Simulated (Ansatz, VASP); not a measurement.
## GaN in VASP and in Ansatz

The input INCAR:

```
ALGO = Normal
EDIFF = 1E-6
EDIFFG = -0.01
ENCUT = 600
GGA = PE
IBRION = 2
ISIF = 3
ISMEAR = 0
LASPH = T
LCHARG = F
LREAL = F
LWAVE = F
NELM = 80
NSW = 80
PREC = Accurate
SIGMA = 0.02
```

Contents of KPOINTS:

```
k-points
0
Gamma
  12 12 6
```

The input POSCAR:

```
GaN
1.0
    3.3165693073      0.0000000000      0.0000000000
   -1.6582846537      2.8722332735      0.0000000000
    0.0000000000      0.0000000000      4.9330770988
Ga N
2 2
Direct
    0.3333333333      0.6666666667      0.2500000000
    0.6666666667      0.3333333333      0.7500000000
    0.3333333333      0.6666666667      0.7500000000
    0.6666666667      0.3333333333      0.2500000000
```

Input for Ansatz:

```yaml
crystal:
  lattice:
    - [3.3165693073, 0.0, 0.0]
    - [-1.6582846537, 2.8722332735, 0.0]
    - [0.0, 0.0, 4.9330770988]
  atoms:
    - { symbol: Ga, position: [0.3333333333, 0.6666666667, 0.25] }
    - { symbol: Ga, position: [0.6666666667, 0.3333333333, 0.75] }
    - { symbol: "N", position: [0.3333333333, 0.6666666667, 0.75] }
    - { symbol: "N", position: [0.6666666667, 0.3333333333, 0.25] }
basis:
  ecutwfc: 420
kpoints:
  mp_grid: { grid: [12, 12, 6] }
hamiltonian:
  xc: pbe
scf:
  occupations: { method: gaussian, width: 0.02 }
output:
  forces: true
  stress: true
  eigenvalues: true
relax:
  adjacent_minimum: "off"
  f_tol: 0.01
  max_steps: 60
  cell: { stress_tol: 0.1 }
```

Alike in both runs: task relaxation of cell and atoms; functional PBE; k mesh 12 × 12 × 6; occupations gaussian, width 0.02 eV; no spin polarisation.

|  | VASP | Ansatz |
| --- | --- | --- |
| version | VASP 6.6.1 | Ansatz 0.2.0 |
| potentials or method | VASP PAW PBE potentials, release 64 (Ga_d, N), cutoff 600 eV | scalar-relativistic, plane waves, PAW |
| valence electrons in the cell | 36 | 36 |

VASP gave:

```
gap on the k mesh at the Fermi level, each at its own relaxed structure (eV) : 1.16
relaxed volume (Å³/atom)                                                     : 11.68
relaxed cell length with the largest relative difference (Å)                 : 4.878
```

Question: Which values does Ansatz return?

Answer: gap on the k mesh at the Fermi level, each at its own relaxed structure (eV): 1.15; relaxed volume (Å³/atom): 11.69; relaxed cell length with the largest relative difference (Å): 4.888.
